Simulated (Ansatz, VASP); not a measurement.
**BaTiO3: VASP beside Ansatz**

File INCAR:

```
PREC = Accurate
ENCUT = 520
EDIFF = 1E-6
ISMEAR = 0
SIGMA = 0.02
LREAL = F
LASPH = T
NELM = 100
ALGO = Normal
ISIF = 2
LWAVE = F
LCHARG = F
GGA = PE
IBRION = 2
NSW = 60
EDIFFG = -0.008
```

File KPOINTS:

```
Automatic mesh
0
Gamma
  8 8 6
```

POSCAR

```
BaTiO3
1.0
    4.1647950370      0.0000000000      0.0000000000
    0.0000000000      4.1647950370      0.0000000000
    0.0000000000      0.0000000000      4.3895043707
Ba Ti O
1 1 3
Direct
    0.5000000000      0.5000000000      0.6048510521
    0.0000000000      0.0000000000      0.1145402535
    0.0000000000      0.5000000000      0.0574081972
    0.5000000000      0.0000000000      0.0574081972
    0.0000000000      0.0000000000      0.5257892901
```

Input for Ansatz:

```yaml
crystal:
  lattice:
    - [4.164795037, 0.0, 0.0]
    - [0.0, 4.164795037, 0.0]
    - [0.0, 0.0, 4.3895043707]
  atoms:
    - { symbol: Ba, position: [0.5, 0.5, 0.6048510521] }
    - { symbol: Ti, position: [0.0, 0.0, 0.1145402535] }
    - { symbol: O, position: [0.0, 0.5, 0.0574081972] }
    - { symbol: O, position: [0.5, 0.0, 0.0574081972] }
    - { symbol: O, position: [0.0, 0.0, 0.5257892901] }
basis:
  ecutwfc: 420
kpoints:
  mp_grid: { grid: [8, 8, 6] }
hamiltonian:
  xc: pbe
scf:
  occupations: { method: gaussian, width: 0.02 }
output:
  forces: true
  stress: true
  eigenvalues: true
relax:
  adjacent_minimum: "off"
  f_tol: 0.008
  max_steps: 40
```

Change from the starting cell: equal strain along all axes, cell held, atoms relaxed: +4.5 %.

Alike in both runs: task relaxation of the atoms; functional PBE; k mesh 8 × 8 × 6; occupations gaussian, width 0.02 eV; no spin polarisation.

|  | VASP | Ansatz |
| --- | --- | --- |
| version | VASP 6.6.1 | Ansatz 0.2.0 |
| potentials or method | VASP PAW PBE potentials, release 64 (Ba_sv, Ti_sv, O), cutoff 520 eV | scalar-relativistic, plane waves, PAW |
| valence electrons in the cell | 40 | 40 |

VASP gave:

```
gap on the k mesh at the Fermi level, each at its own relaxed structure (eV) : 1.64
```

Estimate Ansatz's values.

gap on the k mesh at the Fermi level, each at its own relaxed structure (eV): 1.73.

Ansatz's warnings: stress scf threshold loose.

Neither program's run includes spin-orbit coupling.
